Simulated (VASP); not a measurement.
# Mo (a cell with a defect) in VASP: single point with PBEsol

Aim: the single point of Mo (a cell with a defect) with PBEsol.

All numbers are computed with VASP 6.6.1; they aren't measurements. Logs are shortened: lines on timing, memory, paths and dates and some standing lists are left out, and cuts for length are marked.

**1. The cell of the first run**

The cell holds a defect, 31 atoms: a = 8.851 Å, b = 8.851 Å, c = 8.851 Å, α = 60.00°, β = 60.00°, γ = 60.00°.

**2. Single point, PBEsol (atoms taken out, then relaxed in part)**

INCAR reads:

```
PREC = Accurate
ENCUT = 520
EDIFF = 1E-7
ISMEAR = 0
SIGMA = 0.1
LREAL = Auto
LASPH = True
NELM = 80
ALGO = Normal
ISIF = 2
LWAVE = False
LCHARG = True
GGA = PS
LVHAR = True
NBANDS = 238
KPAR = 4
```

KPOINTS reads:

```
Automatic mesh
0
Gamma
  4 4 4
```

POSCAR reads:

```
Mo
1.0
   -6.2586799260      0.0000000000     -6.2586799260
   -6.2586799260      6.2586799260      0.0000000000
    0.0000000000      6.2586799260     -6.2586799260
Mo
31
Direct
    0.8750000000      0.3750000000      0.3750000000
    0.7506750671      0.2506750671      0.7506750671
    0.7506750671      0.2506750671      0.2479747988
    0.6250000000      0.1250000000      0.6250000000
    0.6274340874      0.1274340874      0.1225659126
    0.4996291342     -0.0003708658      0.4996291342
    0.4996291342     -0.0003708658      0.0011125975
    0.8750000000      0.8750000000      0.8750000000
    0.8750000000      0.8750000000      0.3750000000
    0.7506750671      0.7479747988      0.7506750671
    0.7488874025      0.7503708658      0.2503708658
    0.6274340874      0.6225659126      0.6274340874
    0.6274340874      0.6225659126      0.1225659126
    0.4996291342      0.5011125975      0.4996291342
    0.3750000000      0.3750000000      0.8750000000
    0.5020252012      0.4993249329     -0.0006750671
    0.3750000000      0.3750000000      0.3750000000
    0.2479747988      0.2506750671      0.7506750671
    0.2503708658      0.2488874025      0.2503708658
    0.1225659126      0.1274340874      0.6274340874
    0.1225659126      0.1274340874      0.1225659126
    0.0011125975     -0.0003708658      0.4996291342
   -0.0006750671      0.0020252012     -0.0006750671
    0.3750000000      0.8750000000      0.8750000000
    0.3750000000      0.8750000000      0.3750000000
    0.2503708658      0.7503708658      0.7488874025
    0.2503708658      0.7503708658      0.2503708658
    0.1225659126      0.6225659126      0.6274340874
    0.1250000000      0.6250000000      0.1250000000
   -0.0006750671      0.4993249329      0.5020252012
   -0.0006750671      0.4993249329     -0.0006750671
```

Potentials or basis: VASP PAW PBE potentials, release 64 (Mo_sv).

Launch:

```
$ cat potpaw_PBE.64/Mo_sv/POTCAR > POTCAR
$ mpirun -np 4 vasp_std > vasp.out
```

OUTCAR:

```text
PREC = Accurate
   ENCUT = 520
   EDIFF = 1E-7
   ISMEAR = 0
   LREAL = Auto
   LASPH = True
   NELM = 80
   ISIF = 2
   GGA = PS

 ion  position               nearest neighbor table
   1  0.875  0.375  0.375-  11 2.71  14 2.71  19 2.71  22 2.71   3 2.72  30 2.72   2 2.72  31 2.72
                             4 3.13  29 3.13  12 3.13  13 3.13  20 3.13  21 3.13
   2  0.751  0.251  0.751-   5 2.69  12 2.69  20 2.69   1 2.72  15 2.72   8 2.72   4 2.72  16 3.11
                            23 3.11  30 3.11  22 3.14  14 3.14   7 3.14
   3  0.751  0.251  0.248-  13 2.69  21 2.69   5 2.69   1 2.72  17 2.72   9 2.72   4 2.72  31 3.11
                            23 3.11  16 3.11  22 3.14  14 3.14   6 3.14
   4  0.625  0.125  0.625-   6 2.72   7 2.72  14 2.72  22 2.72   3 2.72  18 2.72  10 2.72   2 2.72
                             8 3.13  15 3.13  17 3.13   9 3.13   1 3.13  24 3.13
   5  0.627  0.127  0.123-   2 2.69  16 2.69  23 2.69   3 2.69   7 2.73   6 2.73  19 2.73  11 2.73
                             9 3.13  17 3.13   8 3.13  15 3.13  25 3.16
   6  0.500  1.000  0.500-  25 2.70  17 2.71  24 2.71   9 2.71   4 2.72  20 2.73  12 2.73   5 2.73
                            19 3.12  11 3.12  26 3.12  18 3.14  10 3.14   3 3.14
   7  0.500  1.000  0.001-  25 2.70  15 2.71   8 2.71  24 2.71   4 2.72   5 2.73  13 2.73  21 2.73
                            19 3.12  11 3.12  27 3.12  18 3.14  10 3.14   2 3.14
   8  0.875  0.875  0.875-   7 2.71  11 2.71  22 2.71  26 2.71  23 2.72  10 2.72   2 2.72  31 2.72
                            29 3.13   4 3.13  20 3.13  28 3.13   5 3.13  13 3.13
   9  0.875  0.875  0.375-   6 2.71  27 2.71  22 2.71  11 2.71  10 2.72  23 2.72   3 2.72  30 2.72
[... 31 lines left out ...]
  25  0.375  0.875  0.375-   7 2.70  11 2.70  14 2.70  19 2.70  22 2.70  26 2.70   6 2.70  27 2.70
                            20 3.16  21 3.16  13 3.16   5 3.16  12 3.16  28 3.16
  26  0.250  0.750  0.749-  25 2.70  15 2.71   8 2.71  24 2.71  29 2.72  28 2.73  12 2.73  20 2.73
                            14 3.12  22 3.12   6 3.12  16 3.14  23 3.14  31 3.14
  27  0.250  0.750  0.250-  25 2.70  17 2.71  24 2.71   9 2.71  29 2.72  21 2.73  28 2.73  13 2.73
                            14 3.12  22 3.12   7 3.12  16 3.14  23 3.14  30 3.14
  28  0.123  0.623  0.627-  31 2.69  18 2.69  10 2.69  30 2.69  26 2.73  27 2.73  14 2.73  22 2.73
                            15 3.13  17 3.13   8 3.13   9 3.13  25 3.16
  29  0.125  0.625  0.125-  27 2.72  19 2.72  26 2.72  11 2.72  16 2.72  23 2.72  30 2.72  31 2.72
                             1 3.13  24 3.13  15 3.13   8 3.13  17 3.13   9 3.13
  30  0.999  0.499  0.502-  12 2.69  20 2.69  28 2.69   1 2.72   9 2.72  17 2.72  29 2.72   2 3.11
                            18 3.11  10 3.11  27 3.14  19 3.14  11 3.14
  31  0.999  0.499  0.999-  13 2.69  21 2.69  28 2.69  15 2.72   8 2.72   1 2.72  29 2.72   3 3.11
                            10 3.11  18 3.11  26 3.14  19 3.14  11 3.14

  LATTYP: Found a face centered cubic cell.
 ALAT       =    12.5173598520

  Lattice vectors:

 A1 = (  -6.2586799260,   0.0000000000,  -6.2586799260)
 A2 = (  -6.2586799260,   6.2586799260,   0.0000000000)
 A3 = (   0.0000000000,   6.2586799260,  -6.2586799260)

Analysis of symmetry for initial positions (statically):
=====================================================================
 Subroutine PRICEL returns:
 Original cell was already a primitive cell.

 Routine SETGRP: Setting up the symmetry group for a
 face centered cubic supercell.

 Subroutine GETGRP returns: Found 48 space group operations
 (whereof  6 operations were pure point group operations)
 out of a pool of 48 trial point group operations.

The static configuration has the point symmetry C_3v.
 The point group associated with its full space group is O_h .

Analysis of symmetry for dynamics (positions and initial velocities):
=====================================================================
 Subroutine PRICEL returns:
 Original cell was already a primitive cell.

 Routine SETGRP: Setting up the symmetry group for a
 face centered cubic supercell.

 Subroutine GETGRP returns: Found 48 space group operations
 (whereof  6 operations were pure point group operations)
 out of a pool of 48 trial point group operations.

The dynamic configuration has the point symmetry C_3v.
 The point group associated with its full space group is O_h .

 Subroutine INISYM returns: Found 48 space group operations
 (whereof  6 operations are pure point group operations),
 and found     1 'primitive' translations

----------------------------------------------------------------------------------------

                                     Primitive cell

  volume of cell :     490.3184

  direct lattice vectors                    reciprocal lattice vectors
    -6.258679926  0.000000000 -6.258679926    -0.079889051 -0.079889051 -0.079889051
    -6.258679926  6.258679926  0.000000000    -0.079889051  0.079889051  0.079889051
     0.000000000  6.258679926 -6.258679926     0.079889051  0.079889051 -0.079889051

  length of vectors
     8.851110034  8.851110034  8.851110034     0.138371895  0.138371895  0.138371895

  position of ions in fractional coordinates (direct lattice)
     0.875000000  0.375000000  0.375000000
     0.750675067  0.250675067  0.750675067
     0.750675067  0.250675067  0.247974799
     0.625000000  0.125000000  0.625000000
     0.627434087  0.127434087  0.122565913
     0.499629134  0.999629134  0.499629134
[... 23 lines left out ...]
     0.999324933  0.499324933  0.502025201
     0.999324933  0.499324933  0.999324933

  ion indices of the primitive-cell ions
   primitive index   ion index
                 1           1
                 2           2
                 3           3
                 4           4
                 5           5
                 6           6
[... 23 lines left out ...]
                30          30
                31          31

----------------------------------------------------------------------------------------

 KPOINTS: Automatic mesh

Automatic generation of k-mesh.
 Grid dimensions read from file:
 generate k-points for:    4    4    4

 Generating k-lattice:

  Cartesian coordinates                     Fractional coordinates (reciprocal lattice)
    -0.019972263 -0.019972263 -0.019972263     0.250000000  0.000000000  0.000000000
    -0.019972263  0.019972263  0.019972263     0.000000000  0.250000000  0.000000000
     0.019972263  0.019972263 -0.019972263     0.000000000  0.000000000  0.250000000

  Length of vectors
     0.034592974  0.034592974  0.034592974

  Shift w.r.t. Gamma in fractional coordinates (k-lattice)
     0.000000000  0.000000000  0.000000000

 Subroutine IBZKPT returns following result:
 ===========================================

 Found      8 irreducible k-points:

 Following reciprocal coordinates:
            Coordinates               Weight
  0.000000  0.000000  0.000000      1.000000
  0.250000  0.000000  0.000000      8.000000
  0.500000  0.000000  0.000000      4.000000
  0.250000  0.250000  0.000000      6.000000
  0.500000  0.250000  0.000000     24.000000
 -0.250000  0.250000  0.000000     12.000000
  0.500000  0.500000  0.000000      3.000000
 -0.250000  0.500000  0.250000      6.000000
   k-points           NKPTS =      8   k-points in BZ     NKDIM =      8   number of bands    NBANDS=    238
   number of dos      NEDOS =    301   number of ions     NIONS =     31
   total plane-waves  NPLWV = 343000
   dimension x,y,z NGX =    70 NGY =   70 NGZ =   70
   dimension x,y,z NGXF=   140 NGYF=  140 NGZF=  140
   ions per type =              31
   NGX,Y,Z   is equivalent  to a cutoff of  13.15, 13.15, 13.15 a.u.
   NGXF,Y,Z  is equivalent  to a cutoff of  26.30, 26.30, 26.30 a.u.
 SYSTEM =  unknown system
   PREC   = accura    normal or accurate (medium, high low for compatibility)
   ISTART =      0    job   : 0-new  1-cont  2-samecut
   ICHARG =      2    charge: 1-file 2-atom 10-const
   ISPIN  =      1    spin polarized calculation?
   LNONCOLLINEAR =      F non collinear calculations
   LSORBIT =      F    spin-orbit coupling
   LASPH  =      T    aspherical Exc in radial PAW
   ENCUT  =  520.0 eV  38.22 Ry    6.18 a.u.  16.46 16.46 16.46*2*pi/ulx,y,z
   NELM   =     80;   NELMIN=  2; NELMDL= -5     # of ELM steps
   EDIFF  = 0.1E-06   stopping-criterion for ELM
   LREAL  =      T    real-space projection
   EDIFFG = 0.1E-05   stopping-criterion for IOM
   NSW    =      0    number of steps for IOM
   IBRION =     -1    ionic relax: 0-MD 1-quasi-New 2-CG
   NFREE  =      0    steps in history (QN), initial steepest desc. (CG)
   ISIF   =      2    stress and relaxation
   ISYM   =      2    0-nonsym 1-usesym 2-fastsym
   POTIM  = 0.5000    time-step for ionic-motion
   TEBEG  =    0.0;   TEEND  =   0.0 temperature during run
   PSTRESS=    0.0 pullay stress
   NELECT =     434.0000    total number of electrons
   NUPDOWN=      -1.0000    fix difference up-down
   EMIN   =  10.00;   EMAX   =-10.00  energy-range for DOS
   EFERMI =   0.00;   METHOD = LEGACY
   ISMEAR =     0;   SIGMA  =   0.10  broadening in eV -4-tet -1-fermi 0-gaus
   EFERMI_NEDOS =   21; number of points for ismear=-14 and -15
   IALGO  =     38    algorithm
   IMIX   =      4    mixing-type and parameters
     AMIX     =   0.40;   BMIX     =  1.00
     AMIX_MAG =   1.60;   BMIX_MAG =  1.00
  volume/ion in A,a.u.               =      15.82       106.74
  Fermi-wavevector in a.u.,A,eV,Ry     =   1.571853  2.970372 33.616223  2.470723
  Thomas-Fermi vector in A             =   2.673375
   LORBIT       =      0    0 simple, 1 ext, 2 COOP (PROOUT), +10 PAW based schemes
   GGA     = PS    functional components
   LHFCALC =     F    Hartree Fock is set to
   AEXX    =    0.0000 exact exchange contribution
   IVDW    =     0    specifies the selected vdW correction
   LEPSILON=     F    determine dielectric tensor
   LRPA    =     F    only Hartree local field effects (RPA)
 non-spin polarized calculation
 Gauss-broadening in eV      SIGMA  =   0.10
  energy-cutoff  :      520.00
  volume of cell :      490.32
 maximum number of plane-waves:     13323
 NGX is ok and might be reduce to    70
   NGX = 33   NGY = 33   NGZ = 33

 number of electron     434.0000015 magnetization

 Free energy of the ion-electron system (eV)
  ---------------------------------------------------
  ext. energy  EPLUGINS =         0.00000000
  ---------------------------------------------------
  free energy    TOTEN  =      -362.09658852 eV

  energy without entropy =     -361.98569217  energy(sigma->0) =     -362.04114034

 E-fermi :  12.1565     XC(G=0): -13.4226

 val. band max:       12.1534242170   @ k =  -0.2500   0.2500   0.0000
 cond. band min:      12.1680443230   @ k =  -0.2500   0.2500   0.0000
 fundamental gap:      0.0146201060
 Fermi energy:        12.1565446856

 k-point     1 :       0.0000    0.0000    0.0000
  band No.  band energies     occupation
      1     -48.9645      2.00000
      2     -48.8038      2.00000
      3     -48.8038      2.00000
      4     -48.8038      2.00000
      5     -48.7982      2.00000
      6     -48.7867      2.00000
[... 1845 lines left out ...]
    228      12.8785      0.00000
    229      12.9766      0.00000
 [bands above 229 left out]

------------------------ aborting loop because EDIFF is reached ----------------------------------------

  FORCE on cell =-STRESS in cart. coord.  units (eV):
  Direction    XX          YY          ZZ          XY          YZ          ZX
  --------------------------------------------------------------------------------------
  -------------------------------------------------------------------------------------
  Total       -7.8229958     -7.8229958     -7.8229958      0.0000000      0.0000000     -0.0000000
  in kB      -25.5626255    -25.5626255    -25.5626255      0.0000000      0.0000000     -0.0000000
  external PRESSURE =     -25.5626255 kB  Pullay stress =       0.0000000 kB

 VOLUME and BASIS-vectors are now :
 -----------------------------------------------------------------------------
  energy-cutoff  :      520.00
  volume of cell :      490.32
      direct lattice vectors                 reciprocal lattice vectors
    -6.258679926  0.000000000 -6.258679926    -0.079889051 -0.079889051 -0.079889051
    -6.258679926  6.258679926  0.000000000    -0.079889051  0.079889051  0.079889051
     0.000000000  6.258679926 -6.258679926     0.079889051  0.079889051 -0.079889051

 POSITION                                       TOTAL-FORCE (eV/Angst)
 -----------------------------------------------------------------------------------
     -7.82335      4.69401     -7.82335         0.000000     -0.000000     -0.000000
     -6.26713      6.26713     -9.39647         0.000440     -0.000440      0.000440
     -6.26713      3.12089     -6.25023         0.000440      0.000440     -0.000440
     -4.69401      4.69401     -7.82335         0.000000     -0.000000     -0.000000
     -4.72448      1.56467     -4.69401        -0.000913     -0.000000     -0.000000
     -9.38338      9.38338     -6.25404         0.006035     -0.006035      0.006035
[... 23 lines left out ...]
     -9.37957      6.26713     -9.39647        -0.000440     -0.000440      0.000440
     -9.37957      9.37957    -12.50891        -0.000440      0.000440     -0.000440
 -----------------------------------------------------------------------------------
    total drift:                                0.000009     -0.000011      0.000011

  FREE ENERGIE OF THE ION-ELECTRON SYSTEM (eV)
  ---------------------------------------------------
  free  energy   TOTEN  =      -362.0965885224 eV

  energy  without entropy=     -361.9856921673  energy(sigma->0) =     -362.04114034
```

Run time: 21 min. Hardware: 4 MPI ranks of Intel Xeon Platinum 8259CL at 2.50GHz (Skylake/Cascade Lake), shared host; peak memory 1.1 GiB.

What came out:

- Free energy: -362.0966 eV
- Pressure: -2.6 GPa
- Largest force: 0.010 eV/Å
- Band gap on the k mesh: zero (bands 217 and 218 overlap by 0.49 eV)

Forces on the atoms (eV/Å):
```
Mo   0.000  0.000  0.000
Mo   0.000  0.000  0.000
Mo   0.000  0.000  0.000
Mo   0.000  0.000  0.000
Mo  -0.001  0.000  0.000
Mo   0.006 -0.006  0.006
Mo   0.006  0.006 -0.006
Mo   0.000  0.000  0.000
Mo   0.000  0.000  0.000
Mo   0.000  0.000  0.000
Mo   0.006  0.006  0.006
Mo   0.000  0.000 -0.001
Mo   0.000 -0.001  0.000
Mo  -0.006  0.006  0.006
Mo   0.000  0.000  0.000
Mo   0.000  0.000  0.000
Mo   0.000  0.000  0.000
Mo   0.000  0.000  0.000
Mo   0.006 -0.006 -0.006
Mo   0.000  0.001  0.000
Mo   0.000  0.000  0.001
Mo  -0.006 -0.006 -0.006
Mo   0.000  0.000  0.000
Mo   0.000  0.000  0.000
Mo   0.000  0.000  0.000
Mo  -0.006 -0.006  0.006
Mo  -0.006  0.006 -0.006
Mo   0.001  0.000  0.000
Mo   0.000  0.000  0.000
Mo   0.000  0.000  0.000
Mo   0.000  0.000  0.000
```

Caveat: the cell differs from its parent crystal (atoms taken out, then relaxed in part); the PAW data sets were made with another functional, which shifts forces and pressure a little.
